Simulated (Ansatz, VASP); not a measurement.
# Two plane-wave programs on Ge

Contents of INCAR:

```
PREC     = Accurate       # precision mode
ENCUT    = 500            # plane-wave cutoff, eV
EDIFF    = 1E-6           # SCF threshold, eV
ISMEAR   = 0              # smearing method
SIGMA    = 0.02           # smearing width, eV
LREAL    = F              # projectors in reciprocal space
LASPH    = T              # aspherical terms in the spheres
NELM     = 120            # most SCF steps
ALGO     = Normal         # electronic algorithm
ISIF     = 2              # what is computed and relaxed
LWAVE    = F              # write WAVECAR
LCHARG   = F              # write CHGCAR
GGA      = PE             # functional
NBANDS   = 21             # bands
GGA_COMPAT= F
```

The input KPOINTS:

```
regular mesh
0
Gamma
  6 6 6
```

File POSCAR:

```
Ge
1.0
    0.0000000000      2.8289100000      2.7864763500
    2.8289100000      0.0000000000      2.7864763500
    2.8289100000      2.8289100000      0.0000000000
Ge
2
Direct
    0.0000000000      0.0000000000      0.0000000000
    0.2500000000      0.2500000000      0.2500000000
```

Input for Ansatz:

```yaml
crystal:
  lattice:
    - [0.0, 2.82891, 2.78647635]
    - [2.82891, 0.0, 2.78647635]
    - [2.82891, 2.82891, 0.0]
  atoms:
    - { symbol: Ge, position: [0.0, 0.0, 0.0] }
    - { symbol: Ge, position: [0.25, 0.25, 0.25] }
basis:
  ecutwfc: 550.0
kpoints:
  mp_grid:
    grid: [6, 6, 6]
hamiltonian:
  xc: pbe
  pseudopotentials:
    kind: paw
scf:
  occupations:
    method: gaussian
    width: 0.02
output:
  stress: true
```

Alike in both runs: task single point; functional PBE; k mesh 6 × 6 × 6; occupations gaussian, width 0.02 eV; no spin polarisation.

|  | VASP | Ansatz |
| --- | --- | --- |
| version | VASP 6.6.1 | Ansatz 0.2.0 |
| potentials or method | VASP PAW PBE potentials, release 64 (Ge_d), cutoff 500 eV | plane waves, PAW |
| valence electrons in the cell | 28 | 28 |

```tsv
	VASP	Ansatz	Ansatz less VASP
pressure (GPa)	4.5	4.7	+0.17
traceless stress, the component that is largest in VASP (GPa)	0.74	0.73	-0.005
```
